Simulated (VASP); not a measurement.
Wanted: the native input for a VASP 6.6.1 run.

```yaml
Task: single point
Functional: PBE
Potentials_or_basis: VASP PAW PBE potentials, release 64 (La, Sc_sv, F)
Cutoff: 520 eV
k_mesh: 12 × 12 × 12
Occupations: gaussian, width 0.1 eV
Spin: no spin polarisation
Dipole_correction: no
Further_INCAR_settings: ALGO = Normal; EDIFF = 1e-07; NBANDS = 26
```

The structure of LaScF2 lies in POSCAR:

```
LaScF2
1.0
    4.2845898765      0.0000000000      0.0000000000
    0.0000000000      4.2845898765      0.0000000000
    0.0000000000      0.0000000000      3.8151255292
La Sc F
1 1 2
Direct
    0.0000000000      0.0000000000      0.0000000000
    0.5000000000      0.5000000000      0.0000000000
    0.5000000000      0.0000000000      0.5000000000
    0.0000000000      0.5000000000      0.5000000000
```

The input as run:

INCAR

```
SYSTEM = LaScF2
PREC = Accurate ; ENCUT = 520
EDIFF = 1E-7 ; ISMEAR = 0
SIGMA = 0.1 ; LREAL = .FALSE.
LASPH = .TRUE. ; NELM = 80
ALGO = Normal ; ISIF = 2
LWAVE = .FALSE. ; LCHARG = .FALSE.
GGA = PE ; NBANDS = 26
```

KPOINTS

```
regular mesh
0
G
  12 12 12
  0 0 0
```

Potentials or basis: VASP PAW PBE potentials, release 64 (La, Sc_sv, F).

Launch:

```console
$ cat potpaw_PBE.64/La/POTCAR potpaw_PBE.64/Sc_sv/POTCAR potpaw_PBE.64/F/POTCAR > POTCAR
$ mpirun -np 1 vasp_std > vasp.out
```

Results of the run:

* Pressure: -0.1 GPa
* Band gap on the k mesh: zero (band 18 reaches 8.22 eV, above the bottom of band 19 at 6.34 eV)

Caveat: spin-orbit coupling is left out, which moves the levels of the heavy elements.

Run time: 6.9 min on 1 thread of Oxide Virtual Turin-like Processor (shared host), peak memory 0.47 GiB.
